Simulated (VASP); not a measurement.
# MoS2 (R3m) in VASP: notebook

Runs on MoS2. Level: LDA+U. Tasks: single point.

Program: VASP 6.6.1. These are calculated values, not measurements. Logs are shortened: lines on timing, memory, paths and dates and some standing lists are left out, and cuts for length are marked.

## Step 1: The cell of the first run

It takes space group R3m (No. 160, trigonal). The conventional cell has a = 3.163 Å, b = 3.163 Å, c = 18.370 Å, α = 90.00°, β = 90.00°, γ = 120.00°. Within 3.2 Å of Mo (site symmetry 3m) lie 6 S at 2.36 Å and 6 Mo at 3.16 Å. S (site symmetry 3m) has 3 Mo at 2.36 Å and 7 S at 3.00 to 3.16 Å within 3.2 Å. Within 3.2 Å of S (site symmetry 3m) lie 3 Mo at 2.36 Å and 7 S at 3.00 to 3.16 Å.

## Step 2: Single point, LDA+U, collinear spin, zero start

Contents of INCAR:

```
ALGO = Normal ; EDIFF = 1E-6
ENCUT = 520 ; ISIF = 2
ISMEAR = 0 ; ISPIN = 2
LASPH = True ; LCHARG = False
LDAU = True ; LDAUJ = 0.5 0
LDAUL = 2 -1 ; LDAUPRINT = 1
LDAUTYPE = 1 ; LDAUU = 4 0
LMAXMIX = 4 ; LORBIT = 11
LREAL = False ; LWAVE = False
MAGMOM = 0 0 0 ; NBANDS = 24
NELM = 150 ; PREC = Accurate
SIGMA = 0.05
```

Contents of KPOINTS:

```
k-points
0
Gamma
  7 7 7
```

Contents of POSCAR:

```
MoS2
1.0
    1.5814998900      0.9130793900      6.1233282100
   -1.5814998900      0.9130793900      6.1233282100
    0.0000000000     -1.8261587800      6.1233282100
Mo S
1 2
Direct
    0.0000000000      0.0000000000      0.0000000000
    0.7484000000      0.7484000000      0.7484000000
    0.5849000000      0.5849000000      0.5849000000
```

Potentials or basis: VASP PAW LDA potentials, release 64 (Mo_sv, S).

Launch:

```console
$ cat potpaw_LDA.64/Mo_sv/POTCAR potpaw_LDA.64/S/POTCAR > POTCAR
$ mpirun -np 1 vasp_std > vasp.out
```

OUTCAR:

```text
EDIFF = 1E-6
   ENCUT = 520
   ISIF = 2
   ISMEAR = 0
   ISPIN = 2
   LASPH = True
   LORBIT = 11
   LREAL = False
   NELM = 150
   PREC = Accurate

 ion  position               nearest neighbor table
   1  0.000  0.000  0.000-   2 2.36   2 2.36   2 2.36   3 2.36   3 2.36   3 2.36
   2  0.748  0.748  0.748-   1 2.36   1 2.36   1 2.36
   3  0.585  0.585  0.585-   1 2.36   1 2.36   1 2.36

  LATTYP: Found a trigonal (rhomboedric) cell.
 ALAT       =     6.3898360106
 COS(alpha) =     0.8774851015

  Lattice vectors:

 A1 = (   1.5814998900,   0.9130793900,   6.1233282100)
 A2 = (  -1.5814998900,   0.9130793900,   6.1233282100)
 A3 = (   0.0000000000,  -1.8261587800,   6.1233282100)

Analysis of symmetry for initial positions (statically):
=====================================================================
 Subroutine PRICEL returns:
 Original cell was already a primitive cell.

 Routine SETGRP: Setting up the symmetry group for a
 trigonal (rhombohedral) supercell.

 Subroutine GETGRP returns: Found  6 space group operations
 (whereof  6 operations were pure point group operations)
 out of a pool of 12 trial point group operations.

The static configuration has the point symmetry C_3v.

Analysis of symmetry for dynamics (positions and initial velocities):
=====================================================================
 Subroutine PRICEL returns:
 Original cell was already a primitive cell.

 Routine SETGRP: Setting up the symmetry group for a
 trigonal (rhombohedral) supercell.

 Subroutine GETGRP returns: Found  6 space group operations
 (whereof  6 operations were pure point group operations)
 out of a pool of 12 trial point group operations.

The dynamic configuration has the point symmetry C_3v.

Analysis of structural, dynamic, and magnetic symmetry:
=====================================================================
 Subroutine PRICEL returns:
 Original cell was already a primitive cell.

 Routine SETGRP: Setting up the symmetry group for a
 trigonal (rhombohedral) supercell.

 Subroutine GETGRP returns: Found  6 space group operations
 (whereof  6 operations were pure point group operations)
 out of a pool of 12 trial point group operations.

The overall configuration has the point symmetry C_3v.

 Subroutine INISYM returns: Found  6 space group operations
 (whereof  6 operations are pure point group operations),
 and found     1 'primitive' translations

----------------------------------------------------------------------------------------

                                     Primitive cell

  volume of cell :      53.0538

  direct lattice vectors                    reciprocal lattice vectors
     1.581499890  0.913079390  6.123328210     0.316155571  0.182532503  0.054436627
    -1.581499890  0.913079390  6.123328210    -0.316155571  0.182532503  0.054436627
     0.000000000 -1.826158780  6.123328210     0.000000000 -0.365065006  0.054436627

  length of vectors
     6.389836011  6.389836011  6.389836012     0.369101349  0.369101349  0.369101348

  position of ions in fractional coordinates (direct lattice)
     0.000000000  0.000000000  0.000000000
     0.748400000  0.748400000  0.748400000
     0.584900000  0.584900000  0.584900000

  ion indices of the primitive-cell ions
   primitive index   ion index
                 1           1
                 2           2
                 3           3

----------------------------------------------------------------------------------------

 KPOINTS: k-points

Automatic generation of k-mesh.
 Grid dimensions read from file:
 generate k-points for:    7    7    7

 Generating k-lattice:

  Cartesian coordinates                     Fractional coordinates (reciprocal lattice)
     0.045165082  0.026076072  0.007776661     0.142857143 -0.000000000  0.000000000
    -0.045165082  0.026076072  0.007776661    -0.000000000  0.142857143  0.000000000
     0.000000000 -0.052152144  0.007776661     0.000000000  0.000000000  0.142857143

  Length of vectors
     0.052728764  0.052728764  0.052728764

  Shift w.r.t. Gamma in fractional coordinates (k-lattice)
     0.000000000  0.000000000  0.000000000

 Subroutine IBZKPT returns following result:
 ===========================================

 Found     44 irreducible k-points:

 Following reciprocal coordinates:
            Coordinates               Weight
  0.000000  0.000000  0.000000      1.000000
  0.142857 -0.000000  0.000000      6.000000
  0.285714 -0.000000  0.000000      6.000000
  0.428571  0.000000 -0.000000      6.000000
  0.142857  0.142857  0.000000      6.000000
  0.285714  0.142857  0.000000     12.000000
[... 16 lines left out ...]
  0.285714  0.285714  0.142857      6.000000
  0.428571  0.285714  0.142857     12.000000
 [... further k-points ...]
   k-points           NKPTS =     44   k-points in BZ     NKDIM =     44   number of bands    NBANDS=     24
   number of dos      NEDOS =    301   number of ions     NIONS =      3
   total plane-waves  NPLWV = 110592
   dimension x,y,z NGX =    48 NGY =   48 NGZ =   48
   dimension x,y,z NGXF=    96 NGYF=   96 NGZF=   96
   ions per type =               1   2
   NGX,Y,Z   is equivalent  to a cutoff of  12.49, 12.49, 12.49 a.u.
   NGXF,Y,Z  is equivalent  to a cutoff of  24.98, 24.98, 24.98 a.u.
 SYSTEM =  unknown system
   PREC   = accura    normal or accurate (medium, high low for compatibility)
   ISTART =      0    job   : 0-new  1-cont  2-samecut
   ICHARG =      2    charge: 1-file 2-atom 10-const
   ISPIN  =      2    spin polarized calculation?
   LNONCOLLINEAR =      F non collinear calculations
   LSORBIT =      F    spin-orbit coupling
   LASPH  =      T    aspherical Exc in radial PAW
   ENCUT  =  520.0 eV  38.22 Ry    6.18 a.u.  11.88 11.88 11.88*2*pi/ulx,y,z
   NELM   =    150;   NELMIN=  2; NELMDL= -5     # of ELM steps
   EDIFF  = 0.1E-05   stopping-criterion for ELM
   LREAL  =      F    real-space projection
   EDIFFG = 0.1E-04   stopping-criterion for IOM
   NSW    =      0    number of steps for IOM
   IBRION =     -1    ionic relax: 0-MD 1-quasi-New 2-CG
   NFREE  =      0    steps in history (QN), initial steepest desc. (CG)
   ISIF   =      2    stress and relaxation
   ISYM   =      2    0-nonsym 1-usesym 2-fastsym
   POTIM  = 0.5000    time-step for ionic-motion
   TEBEG  =    0.0;   TEEND  =   0.0 temperature during run
   PSTRESS=    0.0 pullay stress
   NELECT =      26.0000    total number of electrons
   NUPDOWN=      -1.0000    fix difference up-down
   EMIN   =  10.00;   EMAX   =-10.00  energy-range for DOS
   EFERMI =   0.00;   METHOD = LEGACY
   ISMEAR =     0;   SIGMA  =   0.05  broadening in eV -4-tet -1-fermi 0-gaus
   EFERMI_NEDOS =   21; number of points for ismear=-14 and -15
   IALGO  =     38    algorithm
   IMIX   =      4    mixing-type and parameters
     AMIX     =   0.40;   BMIX     =  1.00
     AMIX_MAG =   1.60;   BMIX_MAG =  1.00
  volume/ion in A,a.u.               =      17.68       119.34
  Fermi-wavevector in a.u.,A,eV,Ry     =   1.290705  2.439079 22.666222  1.665920
  Thomas-Fermi vector in A             =   2.422520
   LORBIT       =     11    0 simple, 1 ext, 2 COOP (PROOUT), +10 PAW based schemes
 LDA+U is selected, type is set to LDAUTYPE =  1
   angular momentum for each species LDAUL =     2   -1
   U (eV)           for each species LDAUU =   4.0  0.0
   J (eV)           for each species LDAUJ =   0.5  0.0
   GGA     = CA    functional components
   LHFCALC =     F    Hartree Fock is set to
   AEXX    =    0.0000 exact exchange contribution
   IVDW    =     0    specifies the selected vdW correction
   LEPSILON=     F    determine dielectric tensor
   LRPA    =     F    only Hartree local field effects (RPA)
 spin polarized calculation
 Gauss-broadening in eV      SIGMA  =   0.05
  energy-cutoff  :      520.00
  volume of cell :       53.05
 maximum number of plane-waves:      1438
   NGX = 23   NGY = 23   NGZ = 23

 number of electron      26.0000001 magnetization       0.0000000

atom =   1  type =  1  l = 2

 onsite density matrix

spin component  1

  0.4014 -0.0000 -0.0000  0.0004  0.0000
 -0.0000  0.3948  0.0000  0.0000  0.0004
 -0.0000  0.0000  0.4277 -0.0000  0.0000
  0.0004  0.0000 -0.0000  0.3948 -0.0000
  0.0000  0.0004  0.0000 -0.0000  0.4014

spin component  2

  0.4014 -0.0000 -0.0000  0.0004  0.0000
 -0.0000  0.3948  0.0000 -0.0000  0.0004
 -0.0000  0.0000  0.4277 -0.0000  0.0000
  0.0004 -0.0000 -0.0000  0.3948 -0.0000
  0.0000  0.0004  0.0000 -0.0000  0.4014

 occupancies and eigenvectors

  o =  0.3948  v =  0.0000  0.0000  0.0000  0.0000  0.0000  0.0531 -0.0000 -0.0000 -0.9986  0.0000      0.0000  0.0000  0.0000  0.0000  0.0000  0.0000  0.0000  0.0000  0.0000  0.0000
  o =  0.3948  v =  0.0000  0.0000  0.0000  0.0000  0.0000  0.0000  0.9986  0.0000 -0.0000 -0.0531      0.0000  0.0000  0.0000  0.0000  0.0000  0.0000  0.0000  0.0000  0.0000  0.0000
  o =  0.3948  v =  0.0531 -0.0000 -0.0000 -0.9986  0.0000  0.0000  0.0000  0.0000  0.0000  0.0000      0.0000  0.0000  0.0000  0.0000  0.0000  0.0000  0.0000  0.0000  0.0000  0.0000
  o =  0.3948  v =  0.0000  0.9986  0.0000 -0.0000 -0.0531  0.0000  0.0000  0.0000  0.0000  0.0000      0.0000  0.0000  0.0000  0.0000  0.0000  0.0000  0.0000  0.0000  0.0000  0.0000
  o =  0.4014  v =  0.0000  0.0000  0.0000  0.0000  0.0000 -0.9986  0.0000 -0.0000 -0.0531  0.0000      0.0000  0.0000  0.0000  0.0000  0.0000  0.0000  0.0000  0.0000  0.0000  0.0000
  o =  0.4014  v =  0.0000  0.0000  0.0000  0.0000  0.0000 -0.0000 -0.0531  0.0000 -0.0000 -0.9986      0.0000  0.0000  0.0000  0.0000  0.0000  0.0000  0.0000  0.0000  0.0000  0.0000
  o =  0.4014  v = -0.9986  0.0000 -0.0000 -0.0531  0.0000  0.0000  0.0000  0.0000  0.0000  0.0000      0.0000  0.0000  0.0000  0.0000  0.0000  0.0000  0.0000  0.0000  0.0000  0.0000
  o =  0.4014  v = -0.0000 -0.0531  0.0000 -0.0000 -0.9986  0.0000  0.0000  0.0000  0.0000  0.0000      0.0000  0.0000  0.0000  0.0000  0.0000  0.0000  0.0000  0.0000  0.0000  0.0000
  o =  0.4277  v =  0.0000  0.0000  0.0000  0.0000  0.0000  0.0000 -0.0000 -1.0000  0.0000 -0.0000      0.0000  0.0000  0.0000  0.0000  0.0000  0.0000  0.0000  0.0000  0.0000  0.0000
  o =  0.4277  v =  0.0000 -0.0000 -1.0000  0.0000 -0.0000  0.0000  0.0000  0.0000  0.0000  0.0000      0.0000  0.0000  0.0000  0.0000  0.0000  0.0000  0.0000  0.0000  0.0000  0.0000

 number of electron      26.0000001 magnetization      -0.0000000

 Free energy of the ion-electron system (eV)
  ---------------------------------------------------
  ext. energy  EPLUGINS =         0.00000000
  ---------------------------------------------------
  free energy    TOTEN  =       -20.20375526 eV

  energy without entropy =      -20.20375526  energy(sigma->0) =      -20.20375526

 E-fermi :   7.9324     XC(G=0): -11.1075

 val. band max:        7.7263660266   @ k =   0.4286   0.4286   0.4286
 cond. band min:       8.6372784665   @ k =  -0.2857   0.2857   0.0000
 fundamental gap:      0.9109124400
 Fermi energy:         7.9324473470

 spin component 1

 k-point     1 :       0.0000    0.0000    0.0000
  band No.  band energies     occupation
      1     -53.9097      1.00000
      2     -28.2664      1.00000
      3     -28.0533      1.00000
      4     -28.0533      1.00000
      5      -7.6068      1.00000
      6      -5.7245      1.00000
[... 637 lines left out ...]
     23      18.7941      0.00000
     24      19.5714      0.00000

 [... further k-points ...]

 spin component 2

 k-point     1 :       0.0000    0.0000    0.0000
  band No.  band energies     occupation
      1     -53.9097      1.00000
      2     -28.2664      1.00000
      3     -28.0533      1.00000
      4     -28.0533      1.00000
      5      -7.6068      1.00000
      6      -5.7245      1.00000
[... 637 lines left out ...]
     23      18.7941      0.00000
     24      19.5714      0.00000

 [... further k-points ...]

------------------------ aborting loop because EDIFF is reached ----------------------------------------

  FORCE on cell =-STRESS in cart. coord.  units (eV):
  Direction    XX          YY          ZZ          XY          YZ          ZX
  --------------------------------------------------------------------------------------
  -------------------------------------------------------------------------------------
  Total        0.3895979      0.3895979      2.8198384      0.0000000      0.0000000      0.0000000
  in kB       11.7655070     11.7655071     85.1566003      0.0000000      0.0000000      0.0000000
  external PRESSURE =      36.2292048 kB  Pullay stress =       0.0000000 kB

 VOLUME and BASIS-vectors are now :
 -----------------------------------------------------------------------------
  energy-cutoff  :      520.00
  volume of cell :       53.05
      direct lattice vectors                 reciprocal lattice vectors
     1.581499890  0.913079390  6.123328210     0.316155571  0.182532503  0.054436627
    -1.581499890  0.913079390  6.123328210    -0.316155571  0.182532503  0.054436627
     0.000000000 -1.826158780  6.123328210     0.000000000 -0.365065006  0.054436627

 POSITION                                       TOTAL-FORCE (eV/Angst)
 -----------------------------------------------------------------------------------
      0.00000      0.00000      0.00000         0.000000      0.000000     -0.002073
      0.00000      0.00000     13.74810         0.000000      0.000000      1.076379
      0.00000      0.00000     10.74460         0.000000      0.000000     -1.074306
 -----------------------------------------------------------------------------------
    total drift:                                0.000000     -0.000000     -0.000015

  FREE ENERGIE OF THE ION-ELECTRON SYSTEM (eV)
  ---------------------------------------------------
  free  energy   TOTEN  =       -20.2037552649 eV

  energy  without entropy=      -20.2037552649  energy(sigma->0) =      -20.20375526

 total charge

# of ion       s       p       d       tot
------------------------------------------
    1        2.315   6.247   3.982  12.545
    2        1.361   2.364   0.000   3.724
    3        1.361   2.363   0.000   3.724
--------------------------------------------------
tot          5.037  10.974   3.982  19.994

 magnetization (x)

# of ion       s       p       d       tot
------------------------------------------
    1       -0.000  -0.000   0.000   0.000
    2       -0.000  -0.000   0.000  -0.000
    3       -0.000  -0.000   0.000  -0.000
--------------------------------------------------
tot         -0.000  -0.000   0.000  -0.000
```

Run time: 9.5 min. Hardware: 1 thread of AMD EPYC 7R43 (Zen 3), shared host; peak memory 0.26 GiB.

What came out:

| Item | Value |
| --- | --- |
| Free energy | -20.2038 eV |
| Pressure | 3.6 GPa |
| Largest force | 1.076 eV/Å |
| Band gap on the k mesh | 0.91 eV (least direct gap 2.00 eV) |
| Net moment | 0.00 μB per cell |
| Valence electrons inside the program's atomic spheres | Mo 12.54; S 3.72 |

Forces on the atoms (eV/Å):
```
Mo   0.000  0.000 -0.002
S    0.000  0.000  1.076
S    0.000  0.000 -1.074
```

Stress tensor (GPa, compression positive):
```
1.18 0.00 0.00
0.00 1.18 0.00
0.00 0.00 8.52
```

Levels at points of the mesh, in eV from the valence-band top:
Spin up:
| k point | band 11 | band 12 | band 13 | band 14 | band 15 | band 16 |
| --- | --- | --- | --- | --- | --- | --- |
| (0.00, 0.00, 0.00) | -2.59 | -1.32 | -1.20 | 1.93 | 1.93 | 2.44 |
Spin down:
```
           k point  band 10  band 11  band 12  band 13  band 14  band 15  band 16  band 17
(0.00, 0.00, 0.00)    -2.59    -2.59    -1.32    -1.20     1.93     1.93     2.44     2.44
```

Eigenvalues of the final occupation matrices:
```
    site  spin  trace               eigenvalues
site 1 d     1   2.02  0.39 0.39 0.40 0.40 0.43
site 1 d     2   2.02  0.39 0.39 0.40 0.40 0.43
```

Caveat: the stress differs along the axes, from 1 to 9 GPa; forces of over 1 eV/Å act on the atoms, so gaps and moduli don't describe the material at rest.

## Step 3: Single point, LDA+U, collinear spin, zero start

Contents of INCAR:

```
SYSTEM = MoS2
ALGO = Normal
EDIFF = 1E-7
ENCUT = 520
ISIF = 2
ISMEAR = 0
ISPIN = 2
LASPH = .TRUE.
LCHARG = .FALSE.
LDAU = .TRUE.
LDAUJ = 0.5 0
LDAUL = 2 -1
LDAUPRINT = 1
LDAUTYPE = 1
LDAUU = 4 0
LMAXMIX = 4
LORBIT = 11
LREAL = .FALSE.
LWAVE = .FALSE.
MAGMOM = 0 0 0
NBANDS = 24
NELM = 150
PREC = Accurate
SIGMA = 0.05
```

Contents of KPOINTS:

```
k-points
0
G
  7 7 7
  0 0 0
```

POSCAR is that of step 2.

Potentials or basis: VASP PAW LDA potentials, release 64 (Mo_sv, S).

Launch:

```console
$ cat potpaw_LDA.64/Mo_sv/POTCAR potpaw_LDA.64/S/POTCAR > POTCAR
$ mpirun -np 1 vasp_std > vasp.out
```

Run time: 8.4 min. Hardware: 1 thread of AMD EPYC 7R43 (Zen 3), shared host; peak memory 0.25 GiB.

It converged, with:

```yaml
Free_energy: -20.2038 eV
Pressure: 3.6 GPa
Largest_force: 1.076 eV/Å
Band_gap_on_the_k_mesh: 0.91 eV (least direct gap 2.00 eV)
Net_moment: 0.00 μB per cell
Valence_electrons_inside_the_program's_atomic_spheres: Mo 12.54; S 3.72
```

Forces on the atoms (eV/Å):
```
Mo   0.000  0.000 -0.002
S    0.000  0.000  1.076
S    0.000  0.000 -1.074
```

Stress tensor (GPa, compression positive):
```
1.18 0.00 0.00
0.00 1.18 0.00
0.00 0.00 8.52
```

Levels at points of the mesh, in eV from the valence-band top:
Spin up:
```tsv
k point	band 10	band 11	band 12	band 13	band 14	band 15	band 16	band 17
(0.00, 0.00, 0.00)	-2.59	-2.59	-1.32	-1.20	1.93	1.93	2.44	2.44
```
Spin down:
| k point | band 9 | band 10 | band 11 | band 12 | band 13 | band 14 | band 15 | band 16 | band 17 | band 18 |
| --- | --- | --- | --- | --- | --- | --- | --- | --- | --- | --- |
| (0.00, 0.00, 0.00) | -3.82 | -2.59 | -2.59 | -1.32 | -1.20 | 1.93 | 1.93 | 2.44 | 2.44 | 5.10 |

Eigenvalues of the final occupation matrices:
| site | spin | trace | eigenvalues |
| --- | --- | --- | --- |
| site 1 d | 1 | 2.02 | 0.39 0.39 0.40 0.40 0.43 |
| site 1 d | 2 | 2.02 | 0.39 0.39 0.40 0.40 0.43 |

Caveat: the stress differs along the axes, from 1 to 9 GPa; forces of over 1 eV/Å act on the atoms, so gaps and moduli don't describe the material at rest. A k mesh can miss the band edges.
